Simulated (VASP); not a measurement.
# Ti (I4/mmm) in VASP: further runs

The runs below take Ti through single point, with LDA.

Everything below comes from runs of VASP 6.6.1. Logs are shortened: lines on timing, memory, paths and dates and some standing lists are left out, and cuts for length are marked.

## Step 1: The cell of the first run

The structure is tetragonal, space group I4/mmm (No. 139). Conventional cell: a = 3.229 Å, b = 3.229 Å, c = 3.391 Å, α = 90.00°, β = 90.00°, γ = 90.00°. Within 3.7 Å of Ti (site symmetry 4/mmm) lie 14 Ti at 2.84 to 3.39 Å.

## Step 2: Single point, LDA

Contents of INCAR:

```
SYSTEM = Ti
PREC = Accurate
ENCUT = 520
EDIFF = 1E-6
ISMEAR = 0
SIGMA = 0.15
LREAL = .FALSE.
LASPH = .TRUE.
NELM = 60
ALGO = Fast
ISIF = 2
LWAVE = .FALSE.
LCHARG = .FALSE.
NBANDS = 12
```

Contents of KPOINTS:

```
Automatic mesh
0
G
  22 22 22
  0 0 0
```

Contents of POSCAR:

```
Ti
1.0
   -1.6145276289      1.6145276289      1.6952540104
    1.6145276289     -1.6145276289      1.6952540104
    1.6145276289      1.6145276289     -1.6952540104
Ti
1
Direct
    0.0000000000      0.0000000000      0.0000000000
```

Potentials or basis: VASP PAW LDA potentials, release 64 (Ti_sv).

On the command line:

```console
$ cat potpaw_LDA.64/Ti_sv/POTCAR > POTCAR
$ mpirun -np 1 vasp_std > vasp.out
```

OUTCAR:

```text
SYSTEM = Ti
   PREC = Accurate
   ENCUT = 520
   EDIFF = 1E-6
   ISMEAR = 0
   LREAL = .FALSE.
   LASPH = .TRUE.
   NELM = 60
   ISIF = 2

 ion  position               nearest neighbor table
   1  0.000  0.000  0.000-

  LATTYP: Found a body centered tetragonal cell.
 ALAT       =     3.2290552578
 C/A-ratio  =     1.0500000000

  Lattice vectors:

 A1 = (  -1.6145276289,   1.6145276289,   1.6952540104)
 A2 = (   1.6145276289,  -1.6145276289,   1.6952540104)
 A3 = (   1.6145276289,   1.6145276289,  -1.6952540104)

Analysis of symmetry for initial positions (statically):
=====================================================================
 Subroutine PRICEL returns:
 Original cell was already a primitive cell.

 Routine SETGRP: Setting up the symmetry group for a
 body centered tetragonal supercell.

 Subroutine GETGRP returns: Found 16 space group operations
 (whereof 16 operations were pure point group operations)
 out of a pool of 16 trial point group operations.

The static configuration has the point symmetry D_4h.

Analysis of symmetry for dynamics (positions and initial velocities):
=====================================================================
 Subroutine PRICEL returns:
 Original cell was already a primitive cell.

 Routine SETGRP: Setting up the symmetry group for a
 body centered tetragonal supercell.

 Subroutine GETGRP returns: Found 16 space group operations
 (whereof 16 operations were pure point group operations)
 out of a pool of 16 trial point group operations.

The dynamic configuration has the point symmetry D_4h.

 Subroutine INISYM returns: Found 16 space group operations
 (whereof 16 operations are pure point group operations),
 and found     1 'primitive' translations

----------------------------------------------------------------------------------------

                                     Primitive cell

  volume of cell :      17.6761

  direct lattice vectors                    reciprocal lattice vectors
    -1.614527629  1.614527629  1.695254010     0.000000000  0.309688104  0.294941051
     1.614527629 -1.614527629  1.695254010     0.309688104  0.000000000  0.294941051
     1.614527629  1.614527629 -1.695254010     0.309688104  0.309688104  0.000000000

  length of vectors
     2.843815235  2.843815235  2.843815235     0.427664524  0.427664524  0.437965117

  position of ions in fractional coordinates (direct lattice)
     0.000000000  0.000000000  0.000000000

  ion indices of the primitive-cell ions
   primitive index   ion index
                 1           1

----------------------------------------------------------------------------------------

 KPOINTS: Automatic mesh

Automatic generation of k-mesh.
 Grid dimensions read from file:
 generate k-points for:   22   22   22

 Generating k-lattice:

  Cartesian coordinates                     Fractional coordinates (reciprocal lattice)
     0.000000000  0.014076732  0.013406411     0.045454545  0.000000000  0.000000000
     0.014076732  0.000000000  0.013406411     0.000000000  0.045454545  0.000000000
     0.014076732  0.014076732  0.000000000     0.000000000  0.000000000  0.045454545

  Length of vectors
     0.019439297  0.019439297  0.019907505

  Shift w.r.t. Gamma in fractional coordinates (k-lattice)
     0.000000000  0.000000000  0.000000000

 Subroutine IBZKPT returns following result:
 ===========================================

 Found    834 irreducible k-points:

 Following reciprocal coordinates:
            Coordinates               Weight
  0.000000  0.000000  0.000000      1.000000
  0.045455  0.000000  0.000000      8.000000
  0.090909  0.000000  0.000000      8.000000
  0.136364 -0.000000  0.000000      8.000000
  0.181818  0.000000  0.000000      8.000000
  0.227273  0.000000  0.000000      8.000000
[... 16 lines left out ...]
  0.500000  0.045455  0.000000     16.000000
 -0.454545  0.045455  0.000000     16.000000
 [... further k-points ...]
   k-points           NKPTS =    834   k-points in BZ     NKDIM =    834   number of bands    NBANDS=     12
   number of dos      NEDOS =    301   number of ions     NIONS =      1
   total plane-waves  NPLWV =  13824
   dimension x,y,z NGX =    24 NGY =   24 NGZ =   24
   dimension x,y,z NGXF=    48 NGYF=   48 NGZF=   48
   ions per type =               1
   NGX,Y,Z   is equivalent  to a cutoff of  14.03, 14.03, 14.03 a.u.
   NGXF,Y,Z  is equivalent  to a cutoff of  28.06, 28.06, 28.06 a.u.
 SYSTEM =  Ti
   PREC   = accura    normal or accurate (medium, high low for compatibility)
   ISTART =      0    job   : 0-new  1-cont  2-samecut
   ICHARG =      2    charge: 1-file 2-atom 10-const
   ISPIN  =      1    spin polarized calculation?
   LNONCOLLINEAR =      F non collinear calculations
   LSORBIT =      F    spin-orbit coupling
   LASPH  =      T    aspherical Exc in radial PAW
   ENCUT  =  520.0 eV  38.22 Ry    6.18 a.u.   5.29  5.29  5.29*2*pi/ulx,y,z
   NELM   =     60;   NELMIN=  2; NELMDL= -5     # of ELM steps
   EDIFF  = 0.1E-05   stopping-criterion for ELM
   LREAL  =      F    real-space projection
   EDIFFG = 0.1E-04   stopping-criterion for IOM
   NSW    =      0    number of steps for IOM
   IBRION =     -1    ionic relax: 0-MD 1-quasi-New 2-CG
   NFREE  =      0    steps in history (QN), initial steepest desc. (CG)
   ISIF   =      2    stress and relaxation
   ISYM   =      2    0-nonsym 1-usesym 2-fastsym
   POTIM  = 0.5000    time-step for ionic-motion
   TEBEG  =    0.0;   TEEND  =   0.0 temperature during run
   PSTRESS=    0.0 pullay stress
   NELECT =      12.0000    total number of electrons
   NUPDOWN=      -1.0000    fix difference up-down
   EMIN   =  10.00;   EMAX   =-10.00  energy-range for DOS
   EFERMI =   0.00;   METHOD = LEGACY
   ISMEAR =     0;   SIGMA  =   0.15  broadening in eV -4-tet -1-fermi 0-gaus
   EFERMI_NEDOS =   21; number of points for ismear=-14 and -15
   IALGO  =     68    algorithm
   IMIX   =      4    mixing-type and parameters
     AMIX     =   0.40;   BMIX     =  1.00
     AMIX_MAG =   1.60;   BMIX_MAG =  1.00
  volume/ion in A,a.u.               =      17.68       119.28
  Fermi-wavevector in a.u.,A,eV,Ry     =   1.438821  2.718977 28.166848  2.070205
  Thomas-Fermi vector in A             =   2.557745
   LORBIT       =      0    0 simple, 1 ext, 2 COOP (PROOUT), +10 PAW based schemes
   GGA     = CA    functional components
   LHFCALC =     F    Hartree Fock is set to
   AEXX    =    0.0000 exact exchange contribution
   IVDW    =     0    specifies the selected vdW correction
   LEPSILON=     F    determine dielectric tensor
   LRPA    =     F    only Hartree local field effects (RPA)
 non-spin polarized calculation
 RMM-DIIS sequential band-by-band and
 Gauss-broadening in eV      SIGMA  =   0.15
  energy-cutoff  :      520.00
  volume of cell :       17.68
 maximum number of plane-waves:       490
 NGX is ok and might be reduce to    24
   NGX = 11   NGY = 11   NGZ = 11

 number of electron      12.0000001 magnetization

 Free energy of the ion-electron system (eV)
  ---------------------------------------------------
  ext. energy  EPLUGINS =         0.00000000
  ---------------------------------------------------
  free energy    TOTEN  =        -8.40781819 eV

  energy without entropy =       -8.38077364  energy(sigma->0) =       -8.39429591

 E-fermi :   7.6694     XC(G=0): -11.6966

 val. band max:        7.6676932119   @ k =   0.4545   0.1818   0.0455
 cond. band min:       7.6702045658   @ k =  -0.3182  -0.4091   0.1364
 fundamental gap:      0.0025113540
 Fermi energy:         7.6693930616

 k-point     1 :       0.0000    0.0000    0.0000
  band No.  band energies     occupation
      1     -48.2042      2.00000
      2     -24.4517      2.00000
      3     -24.4517      2.00000
      4     -24.4483      2.00000
      5       1.8278      2.00000
      6       8.4987      0.00000
      7       8.4987      0.00000
      8       8.8205      0.00000
      9      10.1266      0.00000
     10      10.4993      0.00000
     11      24.5069      0.00000
     12      25.3260      0.00000

 k-point     2 :       0.0455    0.0000    0.0000
  band No.  band energies     occupation
      1     -48.2017      2.00000
      2     -24.4642      2.00000
      3     -24.4558      2.00000
      4     -24.4497      2.00000
      5       1.8969      2.00000
      6       8.4927      0.00000
      7       8.5077      0.00000
      8       8.8314      0.00000
      9      10.1011      0.00000
     10      10.4868      0.00000
     11      24.4817      0.00000
     12      25.2409      0.00000

 k-point     3 :       0.0909    0.0000    0.0000
  band No.  band energies     occupation
      1     -48.1942      2.00000
      2     -24.5045      2.00000
      3     -24.4677      2.00000
      4     -24.4498      2.00000
      5       2.1006      2.00000
      6       8.4670      0.00000
      7       8.4873      0.00000
      8       8.9134      0.00000
      9      10.0317      0.00000
     10      10.4606      0.00000
     11      24.3175      0.00000
     12      25.0226      0.00000

 k-point     4 :       0.1364   -0.0000    0.0000
  band No.  band energies     occupation
      1     -48.1824      2.00000
      2     -24.5678      2.00000
      3     -24.4863      2.00000
      4     -24.4498      2.00000
      5       2.4294      2.00000
      6       8.3904      0.00000
      7       8.4021      0.00000
      8       9.1175      0.00000
      9       9.9484      0.00000
     10      10.4390      0.00000
     11      23.7954      0.00000
     12      24.7127      0.00000

 k-point     5 :       0.1818    0.0000    0.0000
  band No.  band energies     occupation
      1     -48.1672      2.00000
      2     -24.6485      2.00000
      3     -24.5101      2.00000
      4     -24.4497      2.00000
      5       2.8658      2.00000
      6       8.2413      0.00000
      7       8.2831      0.00000
      8       9.4235      0.00000
      9       9.8967      0.00000
     10      10.4310      0.00000
     11      22.8892      0.00000
     12      24.3069      0.00000
[... 228 lines left out ...]
      1     -48.0817      2.00000
      2     -25.0764      2.00000
      3     -24.6443      2.00000
      4     -24.4542      2.00000
      5       5.2260      2.00000
      6       7.4452      1.96543
      7       8.3893      0.00000
      8      10.1095      0.00000
      9      10.6580      0.00000
     10      11.6845      0.00000
     11      16.7069      0.00000
     12      21.3773      0.00000

 k-point    22 :       0.4545    0.0455    0.0000
  band No.  band energies     occupation
      1     -48.0764      2.00000
      2     -25.1017      2.00000
      3     -24.6523      2.00000
      4     -24.4545      2.00000
      5       5.2946      2.00000
      6       7.3998      1.98898
      7       8.6202      0.00000
      8      10.1016      0.00000
      9      10.7092      0.00000
     10      11.8569      0.00000
     11      16.2036      0.00000
     12      21.2110      0.00000

 k-point    23 :       0.5000    0.0455    0.0000
  band No.  band energies     occupation
      1     -48.0763      2.00000
      2     -25.1023      2.00000
      3     -24.6522      2.00000
      4     -24.4549      2.00000
      5       5.2965      2.00000
      6       7.3982      1.98944
      7       8.6226      0.00000
      8      10.1038      0.00000
      9      10.7193      0.00000
     10      11.8536      0.00000
     11      16.1900      0.00000
     12      21.2105      0.00000

 k-point    24 :      -0.4545    0.0455    0.0000
  band No.  band energies     occupation
      1     -48.0813      2.00000
      2     -25.0780      2.00000
      3     -24.6440      2.00000
      4     -24.4553      2.00000
      5       5.2322      2.00000
      6       7.4407      1.96890
      7       8.3981      0.00000
      8      10.0998      0.00000
      9      10.6971      0.00000
     10      11.6749      0.00000
     11      16.6703      0.00000
     12      21.3766      0.00000

 [... further k-points ...]
[... 5 lines left out ...]
  --------------------------------------------------------------------------------------
  -------------------------------------------------------------------------------------
  Total       -1.2276345     -1.2276345     -1.1314444      0.0000000      0.0000000     -0.0000000
  in kB     -111.2740635   -111.2740635   -102.5552904      0.0000000      0.0000000     -0.0000000
  external PRESSURE =    -108.3678058 kB  Pullay stress =       0.0000000 kB

 VOLUME and BASIS-vectors are now :
 -----------------------------------------------------------------------------
  energy-cutoff  :      520.00
  volume of cell :       17.68
      direct lattice vectors                 reciprocal lattice vectors
    -1.614527629  1.614527629  1.695254010     0.000000000  0.309688104  0.294941051
     1.614527629 -1.614527629  1.695254010     0.309688104  0.000000000  0.294941051
     1.614527629  1.614527629 -1.695254010     0.309688104  0.309688104  0.000000000

 POSITION                                       TOTAL-FORCE (eV/Angst)
 -----------------------------------------------------------------------------------
      0.00000      0.00000      0.00000        -0.000000      0.000000      0.000000
 -----------------------------------------------------------------------------------
    total drift:                                0.000000      0.000000      0.000000

  FREE ENERGIE OF THE ION-ELECTRON SYSTEM (eV)
  ---------------------------------------------------
  free  energy   TOTEN  =        -8.4078181871 eV

  energy  without entropy=       -8.3807736394  energy(sigma->0) =       -8.39429591
```

Run time: 2.7 min. Hardware: 1 thread of Intel Xeon Platinum 8488C (Sapphire Rapids), shared host; peak memory 0.27 GiB.

What came out:

```yaml
Free_energy: -8.4078 eV
Pressure: -10.8 GPa
Band_gap_on_the_k_mesh: zero (band 6 reaches 8.58 eV, above the bottom of band 7 at 7.05 eV)
```

Stress tensor (GPa, compression positive):
```
-11.13   0.00   0.00
  0.00 -11.13   0.00
  0.00   0.00 -10.26
```

## Step 3: Single point, LDA

Contents of INCAR:

```
SYSTEM = Ti
  PREC = Accurate
  ENCUT = 520
  EDIFF = 1E-6
  ISMEAR = 0
  SIGMA = 0.15
  LREAL = .False.
  LASPH = .True.
  NELM = 60
  ALGO = Fast
  ISIF = 2
  LWAVE = .False.
  LCHARG = .False.
  NBANDS = 12
```

Contents of KPOINTS:

```
regular mesh
0
Gamma
  22 22 22
  0 0 0
```

Contents of POSCAR:

```
Ti
1.0
   -1.6634822458      1.6634822458      1.5969429560
    1.6634822458     -1.6634822458      1.5969429560
    1.6634822458      1.6634822458     -1.5969429560
Ti
1
Direct
    0.0000000000      0.0000000000      0.0000000000
```

Potentials or basis: VASP PAW LDA potentials, release 64 (Ti_sv).

On the command line:

```console
$ cat potpaw_LDA.64/Ti_sv/POTCAR > POTCAR
$ mpirun -np 1 vasp_std > vasp.out
```

OUTCAR:

```text
SYSTEM = Ti
   PREC = Accurate
   ENCUT = 520
   EDIFF = 1E-6
   ISMEAR = 0
   LREAL = .False.
   LASPH = .True.
   NELM = 60
   ISIF = 2

 ion  position               nearest neighbor table
   1  0.000  0.000  0.000-

  LATTYP: Found a body centered tetragonal cell.
 ALAT       =     3.3269644916
 C/A-ratio  =     0.9600000000

  Lattice vectors:

 A1 = (  -1.6634822458,   1.6634822458,   1.5969429560)
 A2 = (   1.6634822458,  -1.6634822458,   1.5969429560)
 A3 = (   1.6634822458,   1.6634822458,  -1.5969429560)

[... 532 lines left out ...]
      5       5.2389      2.00000
      6       7.2045      1.99999
      7       8.5520      0.00000
      8      10.3477      0.00000
      9      10.7405      0.00000
     10      11.7108      0.00000
     11      16.9496      0.00000
     12      21.0494      0.00000

 [... further k-points ...]
[... 5 lines left out ...]
  --------------------------------------------------------------------------------------
  -------------------------------------------------------------------------------------
  Total       -1.1557063     -1.1557063     -1.2804593      0.0000000      0.0000000     -0.0000000
  in kB     -104.7544133   -104.7544133   -116.0621564      0.0000000      0.0000000     -0.0000000
  external PRESSURE =    -108.5236610 kB  Pullay stress =       0.0000000 kB

 VOLUME and BASIS-vectors are now :
 -----------------------------------------------------------------------------
  energy-cutoff  :      520.00
  volume of cell :       17.68
      direct lattice vectors                 reciprocal lattice vectors
    -1.663482246  1.663482246  1.596942956     0.000000000  0.300574293  0.313098222
     1.663482246 -1.663482246  1.596942956     0.300574293  0.000000000  0.313098222
     1.663482246  1.663482246 -1.596942956     0.300574293  0.300574293  0.000000000

 POSITION                                       TOTAL-FORCE (eV/Angst)
 -----------------------------------------------------------------------------------
      0.00000      0.00000      0.00000         0.000000      0.000000      0.000000
 -----------------------------------------------------------------------------------
    total drift:                                0.000000      0.000000      0.000000

  FREE ENERGIE OF THE ION-ELECTRON SYSTEM (eV)
  ---------------------------------------------------
  free  energy   TOTEN  =        -8.4077694002 eV

  energy  without entropy=       -8.3809832736  energy(sigma->0) =       -8.39437634
```

Run time: 2 min. Hardware: 1 thread of Intel Xeon 6975P-C (Granite Rapids), shared host; peak memory 0.27 GiB.

What came out:

```
Free energy            : -8.4078 eV
Pressure               : -10.9 GPa
Band gap on the k mesh : zero (band 6 reaches 8.61 eV, above the bottom of band 7 at 7.06 eV)
```

Levels at points of the mesh, in eV from the Fermi level:
| k point | band 2 | band 3 | band 4 | band 5 | band 6 | band 7 | band 8 | band 9 | band 10 | band 11 |
| --- | --- | --- | --- | --- | --- | --- | --- | --- | --- | --- |
| (0.00, 0.00, 0.00) | -32.12 | -32.12 | -32.12 | -5.84 | 0.74 | 1.03 | 1.03 | 2.48 | 2.82 | 17.13 |
| (0.50, 0.00, 0.00) | -32.77 | -32.33 | -32.13 | -2.41 | -0.53 | 1.28 | 2.68 | 3.11 | 4.17 | 8.69 |
| (0.50, 0.50, 0.00) | -32.78 | -32.31 | -32.11 | -2.41 | -0.18 | 1.01 | 2.42 | 2.89 | 4.13 | 8.39 |
| (0.50, 0.50, 0.50) | -32.59 | -32.59 | -32.54 | -2.10 | -2.00 | 3.79 | 3.79 | 3.87 | 7.87 | 7.87 |
